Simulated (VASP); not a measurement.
# Cu (P6_3/mmc) in VASP: a series of runs, part 2 of 2

VASP 6.6.1. Earlier steps stand in the parts before.

## Step 3: Single point, PBEsol (strain +0.000 along x and y, +0.050 along z)

The input, INCAR:

```
SYSTEM = Cu
PREC = Accurate ; ENCUT = 520
EDIFF = 1E-6 ; ISMEAR = 0
SIGMA = 0.15 ; LREAL = .False.
LASPH = .True. ; NELM = 80
ALGO = Fast ; ISIF = 2
LWAVE = .False. ; LCHARG = .False.
GGA = PS ; NBANDS = 18
```

The input, KPOINTS:

```
Automatic mesh
0
Gamma
  24 24 12
  0 0 0
```

The input, POSCAR:

```
Cu
1.0
    2.5340966698      0.0000000000      0.0000000000
   -1.2670483349      2.1945920917      0.0000000000
    0.0000000000      0.0000000000      4.3181995500
Cu
2
Direct
    0.3333333333      0.6666666667      0.2500000000
    0.6666666667      0.3333333333      0.7500000000
```

Potentials or basis: VASP PAW PBE potentials, release 64 (Cu).

Command:

```bash
$ cat potpaw_PBE.64/Cu/POTCAR > POTCAR
$ mpirun -np 1 vasp_std > vasp.out
```

OUTCAR:

```text
SYSTEM = Cu
   PREC = Accurate
   ENCUT = 520
   EDIFF = 1E-6
   ISMEAR = 0
   LREAL = .False.
   LASPH = .True.
   NELM = 80
   ISIF = 2
   GGA = PS

 ion  position               nearest neighbor table
   1  0.333  0.667  0.250-   2 2.61   2 2.61   2 2.61   2 2.61   2 2.61   2 2.61
   2  0.667  0.333  0.750-   1 2.61   1 2.61   1 2.61   1 2.61   1 2.61   1 2.61

  LATTYP: Found a hexagonal cell.
 ALAT       =     2.5340966698
 C/A-ratio  =     1.7040389980

  Lattice vectors:

 A1 = (   2.5340966698,   0.0000000000,   0.0000000000)
 A2 = (  -1.2670483349,   2.1945920917,   0.0000000000)
 A3 = (   0.0000000000,   0.0000000000,   4.3181995500)

Analysis of symmetry for initial positions (statically):
=====================================================================
 Subroutine PRICEL returns:
 Original cell was already a primitive cell.

 Routine SETGRP: Setting up the symmetry group for a
 hexagonal supercell.

 Subroutine GETGRP returns: Found 24 space group operations
 (whereof 12 operations were pure point group operations)
 out of a pool of 24 trial point group operations.

The static configuration has the point symmetry D_3d.
 The point group associated with its full space group is D_6h.

Analysis of symmetry for dynamics (positions and initial velocities):
=====================================================================
 Subroutine PRICEL returns:
 Original cell was already a primitive cell.

 Routine SETGRP: Setting up the symmetry group for a
 hexagonal supercell.

 Subroutine GETGRP returns: Found 24 space group operations
 (whereof 12 operations were pure point group operations)
 out of a pool of 24 trial point group operations.

The dynamic configuration has the point symmetry D_3d.
 The point group associated with its full space group is D_6h.

 Subroutine INISYM returns: Found 24 space group operations
 (whereof 12 operations are pure point group operations),
 and found     1 'primitive' translations

[... 110 lines left out ...]
   EFERMI_NEDOS =   21; number of points for ismear=-14 and -15
   IALGO  =     68    algorithm
   IMIX   =      4    mixing-type and parameters
     AMIX     =   0.40;   BMIX     =  1.00
     AMIX_MAG =   1.60;   BMIX_MAG =  1.00
  volume/ion in A,a.u.               =      12.01        81.03
  Fermi-wavevector in a.u.,A,eV,Ry     =   1.589971  3.004609 34.395627  2.528007
  Thomas-Fermi vector in A             =   2.688738
   LORBIT       =      0    0 simple, 1 ext, 2 COOP (PROOUT), +10 PAW based schemes
   GGA     = PS    functional components
   LHFCALC =     F    Hartree Fock is set to
   AEXX    =    0.0000 exact exchange contribution
   IVDW    =     0    specifies the selected vdW correction
   LEPSILON=     F    determine dielectric tensor
   LRPA    =     F    only Hartree local field effects (RPA)
 non-spin polarized calculation
 RMM-DIIS sequential band-by-band and
 Gauss-broadening in eV      SIGMA  =   0.15
  energy-cutoff  :      520.00
  volume of cell :       24.01
 maximum number of plane-waves:       662
 NGX is ok and might be reduce to    20
   NGX =  9   NGY =  9   NGZ = 17

 number of electron      21.9999979 magnetization

 Free energy of the ion-electron system (eV)
  ---------------------------------------------------
  ext. energy  EPLUGINS =         0.00000000
  ---------------------------------------------------
  free energy    TOTEN  =        -8.56059921 eV

  energy without entropy =       -8.55222280  energy(sigma->0) =       -8.55641101

 E-fermi :   7.1861     XC(G=0): -12.8098

 val. band max:        7.1844728803   @ k =   0.5000   0.0000   0.1667
 cond. band min:       7.1886072163   @ k =   0.2917   0.2083   0.2500
 fundamental gap:      0.0041343359
 Fermi energy:         7.1861080282

 k-point     1 :       0.0000    0.0000    0.0000
  band No.  band energies     occupation
      1      -2.0650      2.00000
      2       2.0943      2.00000
      3       4.0758      2.00000
      4       4.2755      2.00000
      5       4.2755      2.00000
      6       4.4470      2.00000
[... 481 lines left out ...]
      5       4.2806      2.00000
      6       4.3181      2.00000
[... 10 lines left out ...]
     17      20.2850      0.00000
     18      27.0810      0.00000

 [... further k-points ...]
[... 5 lines left out ...]
  --------------------------------------------------------------------------------------
  -------------------------------------------------------------------------------------
  Total       -0.8490100     -0.8490100     -1.7716725      0.0000000     -0.0000000      0.0000000
  in kB      -56.6426693    -56.6426693   -118.1991426      0.0000000     -0.0000000      0.0000000
  external PRESSURE =     -77.1614937 kB  Pullay stress =       0.0000000 kB

 VOLUME and BASIS-vectors are now :
 -----------------------------------------------------------------------------
  energy-cutoff  :      520.00
  volume of cell :       24.01
      direct lattice vectors                 reciprocal lattice vectors
     2.534096670  0.000000000  0.000000000     0.394617937  0.227832772  0.000000000
    -1.267048335  2.194592092  0.000000000     0.000000000  0.455665544  0.000000000
     0.000000000  0.000000000  4.318199550     0.000000000  0.000000000  0.231577996

 POSITION                                       TOTAL-FORCE (eV/Angst)
 -----------------------------------------------------------------------------------
     -0.00000      1.46306      1.07955         0.000000      0.000000      0.000000
      1.26705      0.73153      3.23865        -0.000000     -0.000000      0.000000
 -----------------------------------------------------------------------------------
    total drift:                               -0.000000      0.000000     -0.000000

  FREE ENERGIE OF THE ION-ELECTRON SYSTEM (eV)
  ---------------------------------------------------
  free  energy   TOTEN  =        -8.5605992142 eV

  energy  without entropy=       -8.5522227995  energy(sigma->0) =       -8.55641101
```

OSZICAR:

```text
N       E                     dE             d eps       ncg     rms          rms(c)
DAV:   1     0.120938632342E+03    0.12094E+03   -0.10501E+04 16604   0.217E+03
DAV:   2    -0.465075209289E+01   -0.12559E+03   -0.11922E+03 15432   0.285E+02
DAV:   3    -0.106559311731E+02   -0.60052E+01   -0.57491E+01 17194   0.851E+01
DAV:   4    -0.107203943330E+02   -0.64463E-01   -0.64416E-01 18222   0.951E+00
DAV:   5    -0.107212147587E+02   -0.82043E-03   -0.82040E-03 18840   0.924E-01    0.119E+01
RMM:   6    -0.945503315871E+01    0.12662E+01   -0.13465E+01 17949   0.649E+01    0.713E+00
RMM:   7    -0.857750260052E+01    0.87753E+00   -0.24944E+00 17723   0.292E+01    0.137E+00
RMM:   8    -0.856275309679E+01    0.14750E-01   -0.62529E-02 18703   0.250E+00    0.329E-01
RMM:   9    -0.856038143280E+01    0.23717E-02   -0.12506E-02 18703   0.203E+00    0.288E-02
RMM:  10    -0.856057009755E+01   -0.18866E-03   -0.21392E-03 18761   0.579E-01    0.456E-02
RMM:  11    -0.856059268671E+01   -0.22589E-04   -0.41381E-04 19683   0.191E-01    0.150E-02
RMM:  12    -0.856059812711E+01   -0.54404E-05   -0.72693E-05 21241   0.862E-02    0.424E-03
RMM:  13    -0.856059922780E+01   -0.11007E-05   -0.75069E-06 15295   0.274E-02    0.480E-03
RMM:  14    -0.856059921415E+01    0.13648E-07   -0.22979E-06 11505   0.226E-02
   1 F= -.85605992E+01 E0= -.85564110E+01  d E =-.837641E-02
```

Run time: 64 s. Hardware: 1 thread of Intel Xeon 6975P-C (Granite Rapids), shared host; peak memory 0.25 GiB.

Results:

| Item | Value |
| --- | --- |
| Free energy | -8.5606 eV |
| Pressure | -7.7 GPa |
| Band gap on the k mesh | zero (band 11 reaches 11.40 eV, above the bottom of band 12 at 5.28 eV) |

Stress tensor (GPa, compression positive):
```
 -5.66   0.00   0.00
  0.00  -5.66   0.00
  0.00   0.00 -11.82
```

Caveat: the cell differs from its parent crystal (strain +0.000 along x and y, +0.050 along z); the PAW data sets were made with another functional, which shifts forces and pressure a little.

## Step 4: Single point, PBEsol (strain +0.050 along x and y, -0.050 along z)

The input, INCAR:

```
SYSTEM = Cu
PREC = Accurate
ENCUT = 520
EDIFF = 1E-6
ISMEAR = 0
SIGMA = 0.15
LREAL = .False.
LASPH = .True.
NELM = 60
ALGO = Fast
ISIF = 2
LWAVE = .False.
LCHARG = .True.
GGA = PS
LELF = .True.
LVHAR = .True.
NBANDS = 18
```

KPOINTS is that of step 3.

The input, POSCAR:

```
Cu
1.0
    2.6608015033      0.0000000000      0.0000000000
   -1.3304007516      2.3043216963      0.0000000000
    0.0000000000      0.0000000000      3.9069424500
Cu
2
Direct
    0.3333333333      0.6666666667      0.2500000000
    0.6666666667      0.3333333333      0.7500000000
```

Command:

```bash
$ cat potpaw_PBE.64/Cu/POTCAR > POTCAR
$ mpirun -np 1 vasp_std > vasp.out
```

It took 71 s on 1 thread of Intel Xeon 6975P-C (Granite Rapids), shared host; peak memory 0.25 GiB.

It converged, with:

```
Free energy            : -8.4864 eV
Pressure               : -6.1 GPa
Band gap on the k mesh : zero (band 11 reaches 10.72 eV, above the bottom of band 12 at 5.35 eV)
```

Stress tensor (GPa, compression positive):
```
-11.03   0.00   0.00
  0.00 -11.03   0.00
  0.00   0.00   3.85
```

Levels at points of the mesh, in eV from the Fermi level:
```tsv
k point	band 7	band 8	band 9	band 10	band 11	band 12	band 13	band 14	band 15	band 16
(0.00, 0.00, 0.00)	-2.64	-2.64	-2.62	-1.68	-1.68	0.08	5.23	19.24	19.24	19.84
(0.50, 0.00, 0.00)	-2.44	-1.79	-1.61	-1.43	-0.24	1.10	8.22	9.01	11.19	11.33
(0.00, 0.00, 0.50)	-2.98	-2.98	-1.87	-1.87	-1.87	-1.87	15.17	15.17	20.61	20.61
(0.50, 0.00, 0.50)	-1.91	-1.91	-1.67	-1.67	0.38	0.38	4.54	4.54	14.84	14.84
```

Caveat: the cell differs from its parent crystal (strain +0.050 along x and y, -0.050 along z); the PAW data sets were made with another functional, which shifts forces and pressure a little.

## Step 5: Single point, PBEsol (strain +0.025 along x and y, +0.000 along z)

The input, INCAR:

```
ALGO = Fast
EDIFF = 1E-6
ENCUT = 520
GGA = PS
ISIF = 2
ISMEAR = 0
LASPH = T
LCHARG = F
LREAL = F
LWAVE = F
NBANDS = 18
NELM = 60
PREC = Accurate
SIGMA = 0.15
```

The input, KPOINTS:

```
k-points
0
Gamma
  24 24 12
```

The input, POSCAR:

```
Cu
1.0
    2.5974490865      0.0000000000      0.0000000000
   -1.2987245433      2.2494568940      0.0000000000
    0.0000000000      0.0000000000      4.1125710000
Cu
2
Direct
    0.3333333333      0.6666666667      0.2500000000
    0.6666666667      0.3333333333      0.7500000000
```

Command:

```bash
$ cat potpaw_PBE.64/Cu/POTCAR > POTCAR
$ mpirun -np 1 vasp_std > vasp.out
```

It took 76 s on 1 thread of Intel Xeon 6975P-C (Granite Rapids), shared host; peak memory 0.25 GiB.

It converged, with:

```
Free energy            : -8.5620 eV
Pressure               : -7.7 GPa
Band gap on the k mesh : zero (band 11 reaches 11.02 eV, above the bottom of band 12 at 5.27 eV)
```

Stress tensor (GPa, compression positive):
```
-9.53  0.00  0.00
 0.00 -9.53  0.00
 0.00  0.00 -4.11
```

Levels at points of the mesh, in eV from the Fermi level:
| k point | band 9 | band 10 | band 11 | band 12 | band 13 | band 14 |
| --- | --- | --- | --- | --- | --- | --- |
| (0.00, 0.00, 0.00) | -2.50 | -1.69 | -1.69 | -0.69 | 4.09 | 20.77 |
| (0.50, 0.00, 0.00) | -1.54 | -1.52 | -0.06 | 1.40 | 7.79 | 8.25 |
| (0.00, 0.00, 0.50) | -1.91 | -1.91 | -1.91 | -1.91 | 13.09 | 13.09 |
| (0.50, 0.00, 0.50) | -1.58 | -1.58 | 0.46 | 0.46 | 4.66 | 4.66 |

Caveat: the cell differs from its parent crystal (strain +0.025 along x and y, +0.000 along z); the PAW data sets were made with another functional, which shifts forces and pressure a little.

## Step 6: Single point, PBEsol (strain +0.050 along x and y, -0.025 along z)

The input, INCAR:

```
  PREC = Accurate
  ENCUT = 520
  EDIFF = 1E-7
  ISMEAR = 0
  SIGMA = 0.15
  LREAL = False
  LASPH = True
  NELM = 100
  ALGO = Fast
  ISIF = 2
  LWAVE = False
  LCHARG = False
  GGA = PS
  NBANDS = 18
```

The input, KPOINTS:

```
regular mesh
0
Gamma
  24 24 12
```

The input, POSCAR:

```
Cu
1.0
    2.6608015033      0.0000000000      0.0000000000
   -1.3304007516      2.3043216963      0.0000000000
    0.0000000000      0.0000000000      4.0097567250
Cu
2
Direct
    0.3333333333      0.6666666667      0.2500000000
    0.6666666667      0.3333333333      0.7500000000
```

Potentials or basis: VASP PAW PBE potentials, release 64 (Cu).

Command:

```bash
$ cat potpaw_PBE.64/Cu/POTCAR > POTCAR
$ mpirun -np 1 vasp_std > vasp.out
```

OUTCAR:

```text
PREC = Accurate
   ENCUT = 520
   EDIFF = 1E-7
   ISMEAR = 0
   LREAL = False
   LASPH = True
   NELM = 100
   ISIF = 2
   GGA = PS

 ion  position               nearest neighbor table
   1  0.333  0.667  0.250-   2 2.53   2 2.53   2 2.53   2 2.53   2 2.53   2 2.53
   2  0.667  0.333  0.750-   1 2.53   1 2.53   1 2.53   1 2.53   1 2.53   1 2.53

  LATTYP: Found a hexagonal cell.
 ALAT       =     2.6608015033
 C/A-ratio  =     1.5069732635

  Lattice vectors:

 A1 = (   2.6608015033,   0.0000000000,   0.0000000000)
 A2 = (  -1.3304007516,   2.3043216963,   0.0000000000)
 A3 = (   0.0000000000,   0.0000000000,   4.0097567250)

Analysis of symmetry for initial positions (statically):
=====================================================================
 Subroutine PRICEL returns:
 Original cell was already a primitive cell.

 Routine SETGRP: Setting up the symmetry group for a
 hexagonal supercell.

 Subroutine GETGRP returns: Found 24 space group operations
[... 157 lines left out ...]
   NGX =  9   NGY =  9   NGZ = 15

 number of electron      22.0000009 magnetization

 Free energy of the ion-electron system (eV)
  ---------------------------------------------------
  ext. energy  EPLUGINS =         0.00000000
  ---------------------------------------------------
  free energy    TOTEN  =        -8.49037940 eV

  energy without entropy =       -8.48317386  energy(sigma->0) =       -8.48677663

 E-fermi :   6.9183     XC(G=0): -12.6711

 val. band max:        6.9167653006   @ k =   0.4583   0.0833   0.0000
 cond. band min:       6.9225141770   @ k =   0.4583   0.0833   0.0833
 fundamental gap:      0.0057488765
 Fermi energy:         6.9183211853

 k-point     1 :       0.0000    0.0000    0.0000
  band No.  band energies     occupation
      1      -2.1703      2.00000
      2       2.1751      2.00000
      3       4.0588      2.00000
      4       4.0588      2.00000
      5       4.2706      2.00000
      6       4.3150      2.00000
[... 481 lines left out ...]
      5       3.7791      2.00000
      6       4.2171      2.00000
[... 10 lines left out ...]
     17      18.3795      0.00000
     18      24.7355      0.00000

 [... further k-points ...]
[... 5 lines left out ...]
  --------------------------------------------------------------------------------------
  -------------------------------------------------------------------------------------
  Total       -2.0104459     -2.0104459     -0.3564616     -0.0000000      0.0000000      0.0000000
  in kB     -131.0175163   -131.0175163    -23.2300271     -0.0000000      0.0000000      0.0000000
  external PRESSURE =     -95.0883533 kB  Pullay stress =       0.0000000 kB

 VOLUME and BASIS-vectors are now :
 -----------------------------------------------------------------------------
  energy-cutoff  :      520.00
  volume of cell :       24.59
      direct lattice vectors                 reciprocal lattice vectors
     2.660801503  0.000000000  0.000000000     0.375826607  0.216983593  0.000000000
    -1.330400752  2.304321696  0.000000000     0.000000000  0.433967185  0.000000000
     0.000000000  0.000000000  4.009756725     0.000000000  0.000000000  0.249391688

 POSITION                                       TOTAL-FORCE (eV/Angst)
 -----------------------------------------------------------------------------------
     -0.00000      1.53621      1.00244        -0.000000      0.000000      0.000000
      1.33040      0.76811      3.00732         0.000000     -0.000000      0.000000
 -----------------------------------------------------------------------------------
    total drift:                               -0.000000      0.000000     -0.000000

  FREE ENERGIE OF THE ION-ELECTRON SYSTEM (eV)
  ---------------------------------------------------
  free  energy   TOTEN  =        -8.4903793983 eV

  energy  without entropy=       -8.4831738583  energy(sigma->0) =       -8.48677663
```

OSZICAR:

```text
N       E                     dE             d eps       ncg     rms          rms(c)
DAV:   1     0.120621204144E+03    0.12062E+03   -0.10558E+04 16590   0.215E+03
DAV:   2    -0.461839967861E+01   -0.12524E+03   -0.11895E+03 15396   0.283E+02
DAV:   3    -0.105359325281E+02   -0.59175E+01   -0.56804E+01 17264   0.841E+01
DAV:   4    -0.105983523126E+02   -0.62420E-01   -0.62376E-01 18364   0.929E+00
DAV:   5    -0.105991557449E+02   -0.80343E-03   -0.80340E-03 18770   0.907E-01    0.117E+01
RMM:   6    -0.940280422510E+01    0.11964E+01   -0.13309E+01 17970   0.644E+01    0.721E+00
RMM:   7    -0.850577604752E+01    0.89703E+00   -0.25108E+00 17698   0.292E+01    0.133E+00
RMM:   8    -0.849241638500E+01    0.13360E-01   -0.57644E-02 18866   0.244E+00    0.326E-01
RMM:   9    -0.849017118710E+01    0.22452E-02   -0.11992E-02 18783   0.197E+00    0.306E-02
RMM:  10    -0.849034612127E+01   -0.17493E-03   -0.19578E-03 18740   0.584E-01    0.489E-02
RMM:  11    -0.849036797550E+01   -0.21854E-04   -0.45112E-04 19865   0.195E-01    0.869E-03
RMM:  12    -0.849037785363E+01   -0.98781E-05   -0.95115E-05 22077   0.106E-01    0.431E-03
RMM:  13    -0.849037933688E+01   -0.14832E-05   -0.11686E-05 20238   0.333E-02    0.453E-03
RMM:  14    -0.849037938949E+01   -0.52614E-07   -0.40456E-06 18630   0.278E-02    0.195E-03
RMM:  15    -0.849037939829E+01   -0.88012E-08   -0.13857E-06 14757   0.110E-02    0.550E-04
RMM:  16    -0.849037939832E+01   -0.29104E-10   -0.17775E-07 11382   0.403E-03
   1 F= -.84903794E+01 E0= -.84867766E+01  d E =-.720554E-02
```

Wall time 92 s (1 thread of Intel Xeon 6975P-C (Granite Rapids), shared host); peak memory 0.25 GiB.

What came out:

| Property | Result |
| --- | --- |
| Free energy | -8.4904 eV |
| Pressure | -9.5 GPa |
| Band gap on the k mesh | zero (band 11 reaches 10.47 eV, above the bottom of band 12 at 5.05 eV) |

Caveat: the cell differs from its parent crystal (strain +0.050 along x and y, -0.025 along z); the PAW data sets were made with another functional, which shifts forces and pressure a little.

## Step 7: Summary

| cell | further INCAR settings | gap on the mesh (eV) | pressure (GPa) |
| --- | --- | --- | --- |
| a = 2.597, b = 2.597, c = 4.010 Å, angles 90.0, 90.0, 120.0°, 2 atoms | ALGO = Fast; EDIFF = 1e-07; NBANDS = 18 | none | -4.0 |
| a = 2.534, b = 2.534, c = 4.318 Å, angles 90.0, 90.0, 120.0°, 2 atoms | ALGO = Fast; EDIFF = 1e-06; NBANDS = 18 | none | -7.7 |
| a = 2.661, b = 2.661, c = 3.907 Å, angles 90.0, 90.0, 120.0°, 2 atoms | ALGO = Fast; EDIFF = 1e-06; NBANDS = 18 | none | -6.1 |
| a = 2.597, b = 2.597, c = 4.113 Å, angles 90.0, 90.0, 120.0°, 2 atoms | ALGO = Fast; EDIFF = 1e-06; NBANDS = 18 | none | -7.7 |
| a = 2.661, b = 2.661, c = 4.010 Å, angles 90.0, 90.0, 120.0°, 2 atoms | ALGO = Fast; EDIFF = 1e-07; NBANDS = 18 | none | -9.5 |

Alike in all rows: task single point; level PBEsol; potentials or basis VASP PAW PBE potentials, release 64 (Cu); no spin polarisation; k mesh 24 × 24 × 12; cutoff (eV) 520; smearing gaussian 0.15 eV.

Caveats: the PAW data sets were made with another functional, which shifts forces and pressure a little.

Total energies depend on the potentials used, so only differences within one code and one set of settings carry meaning.
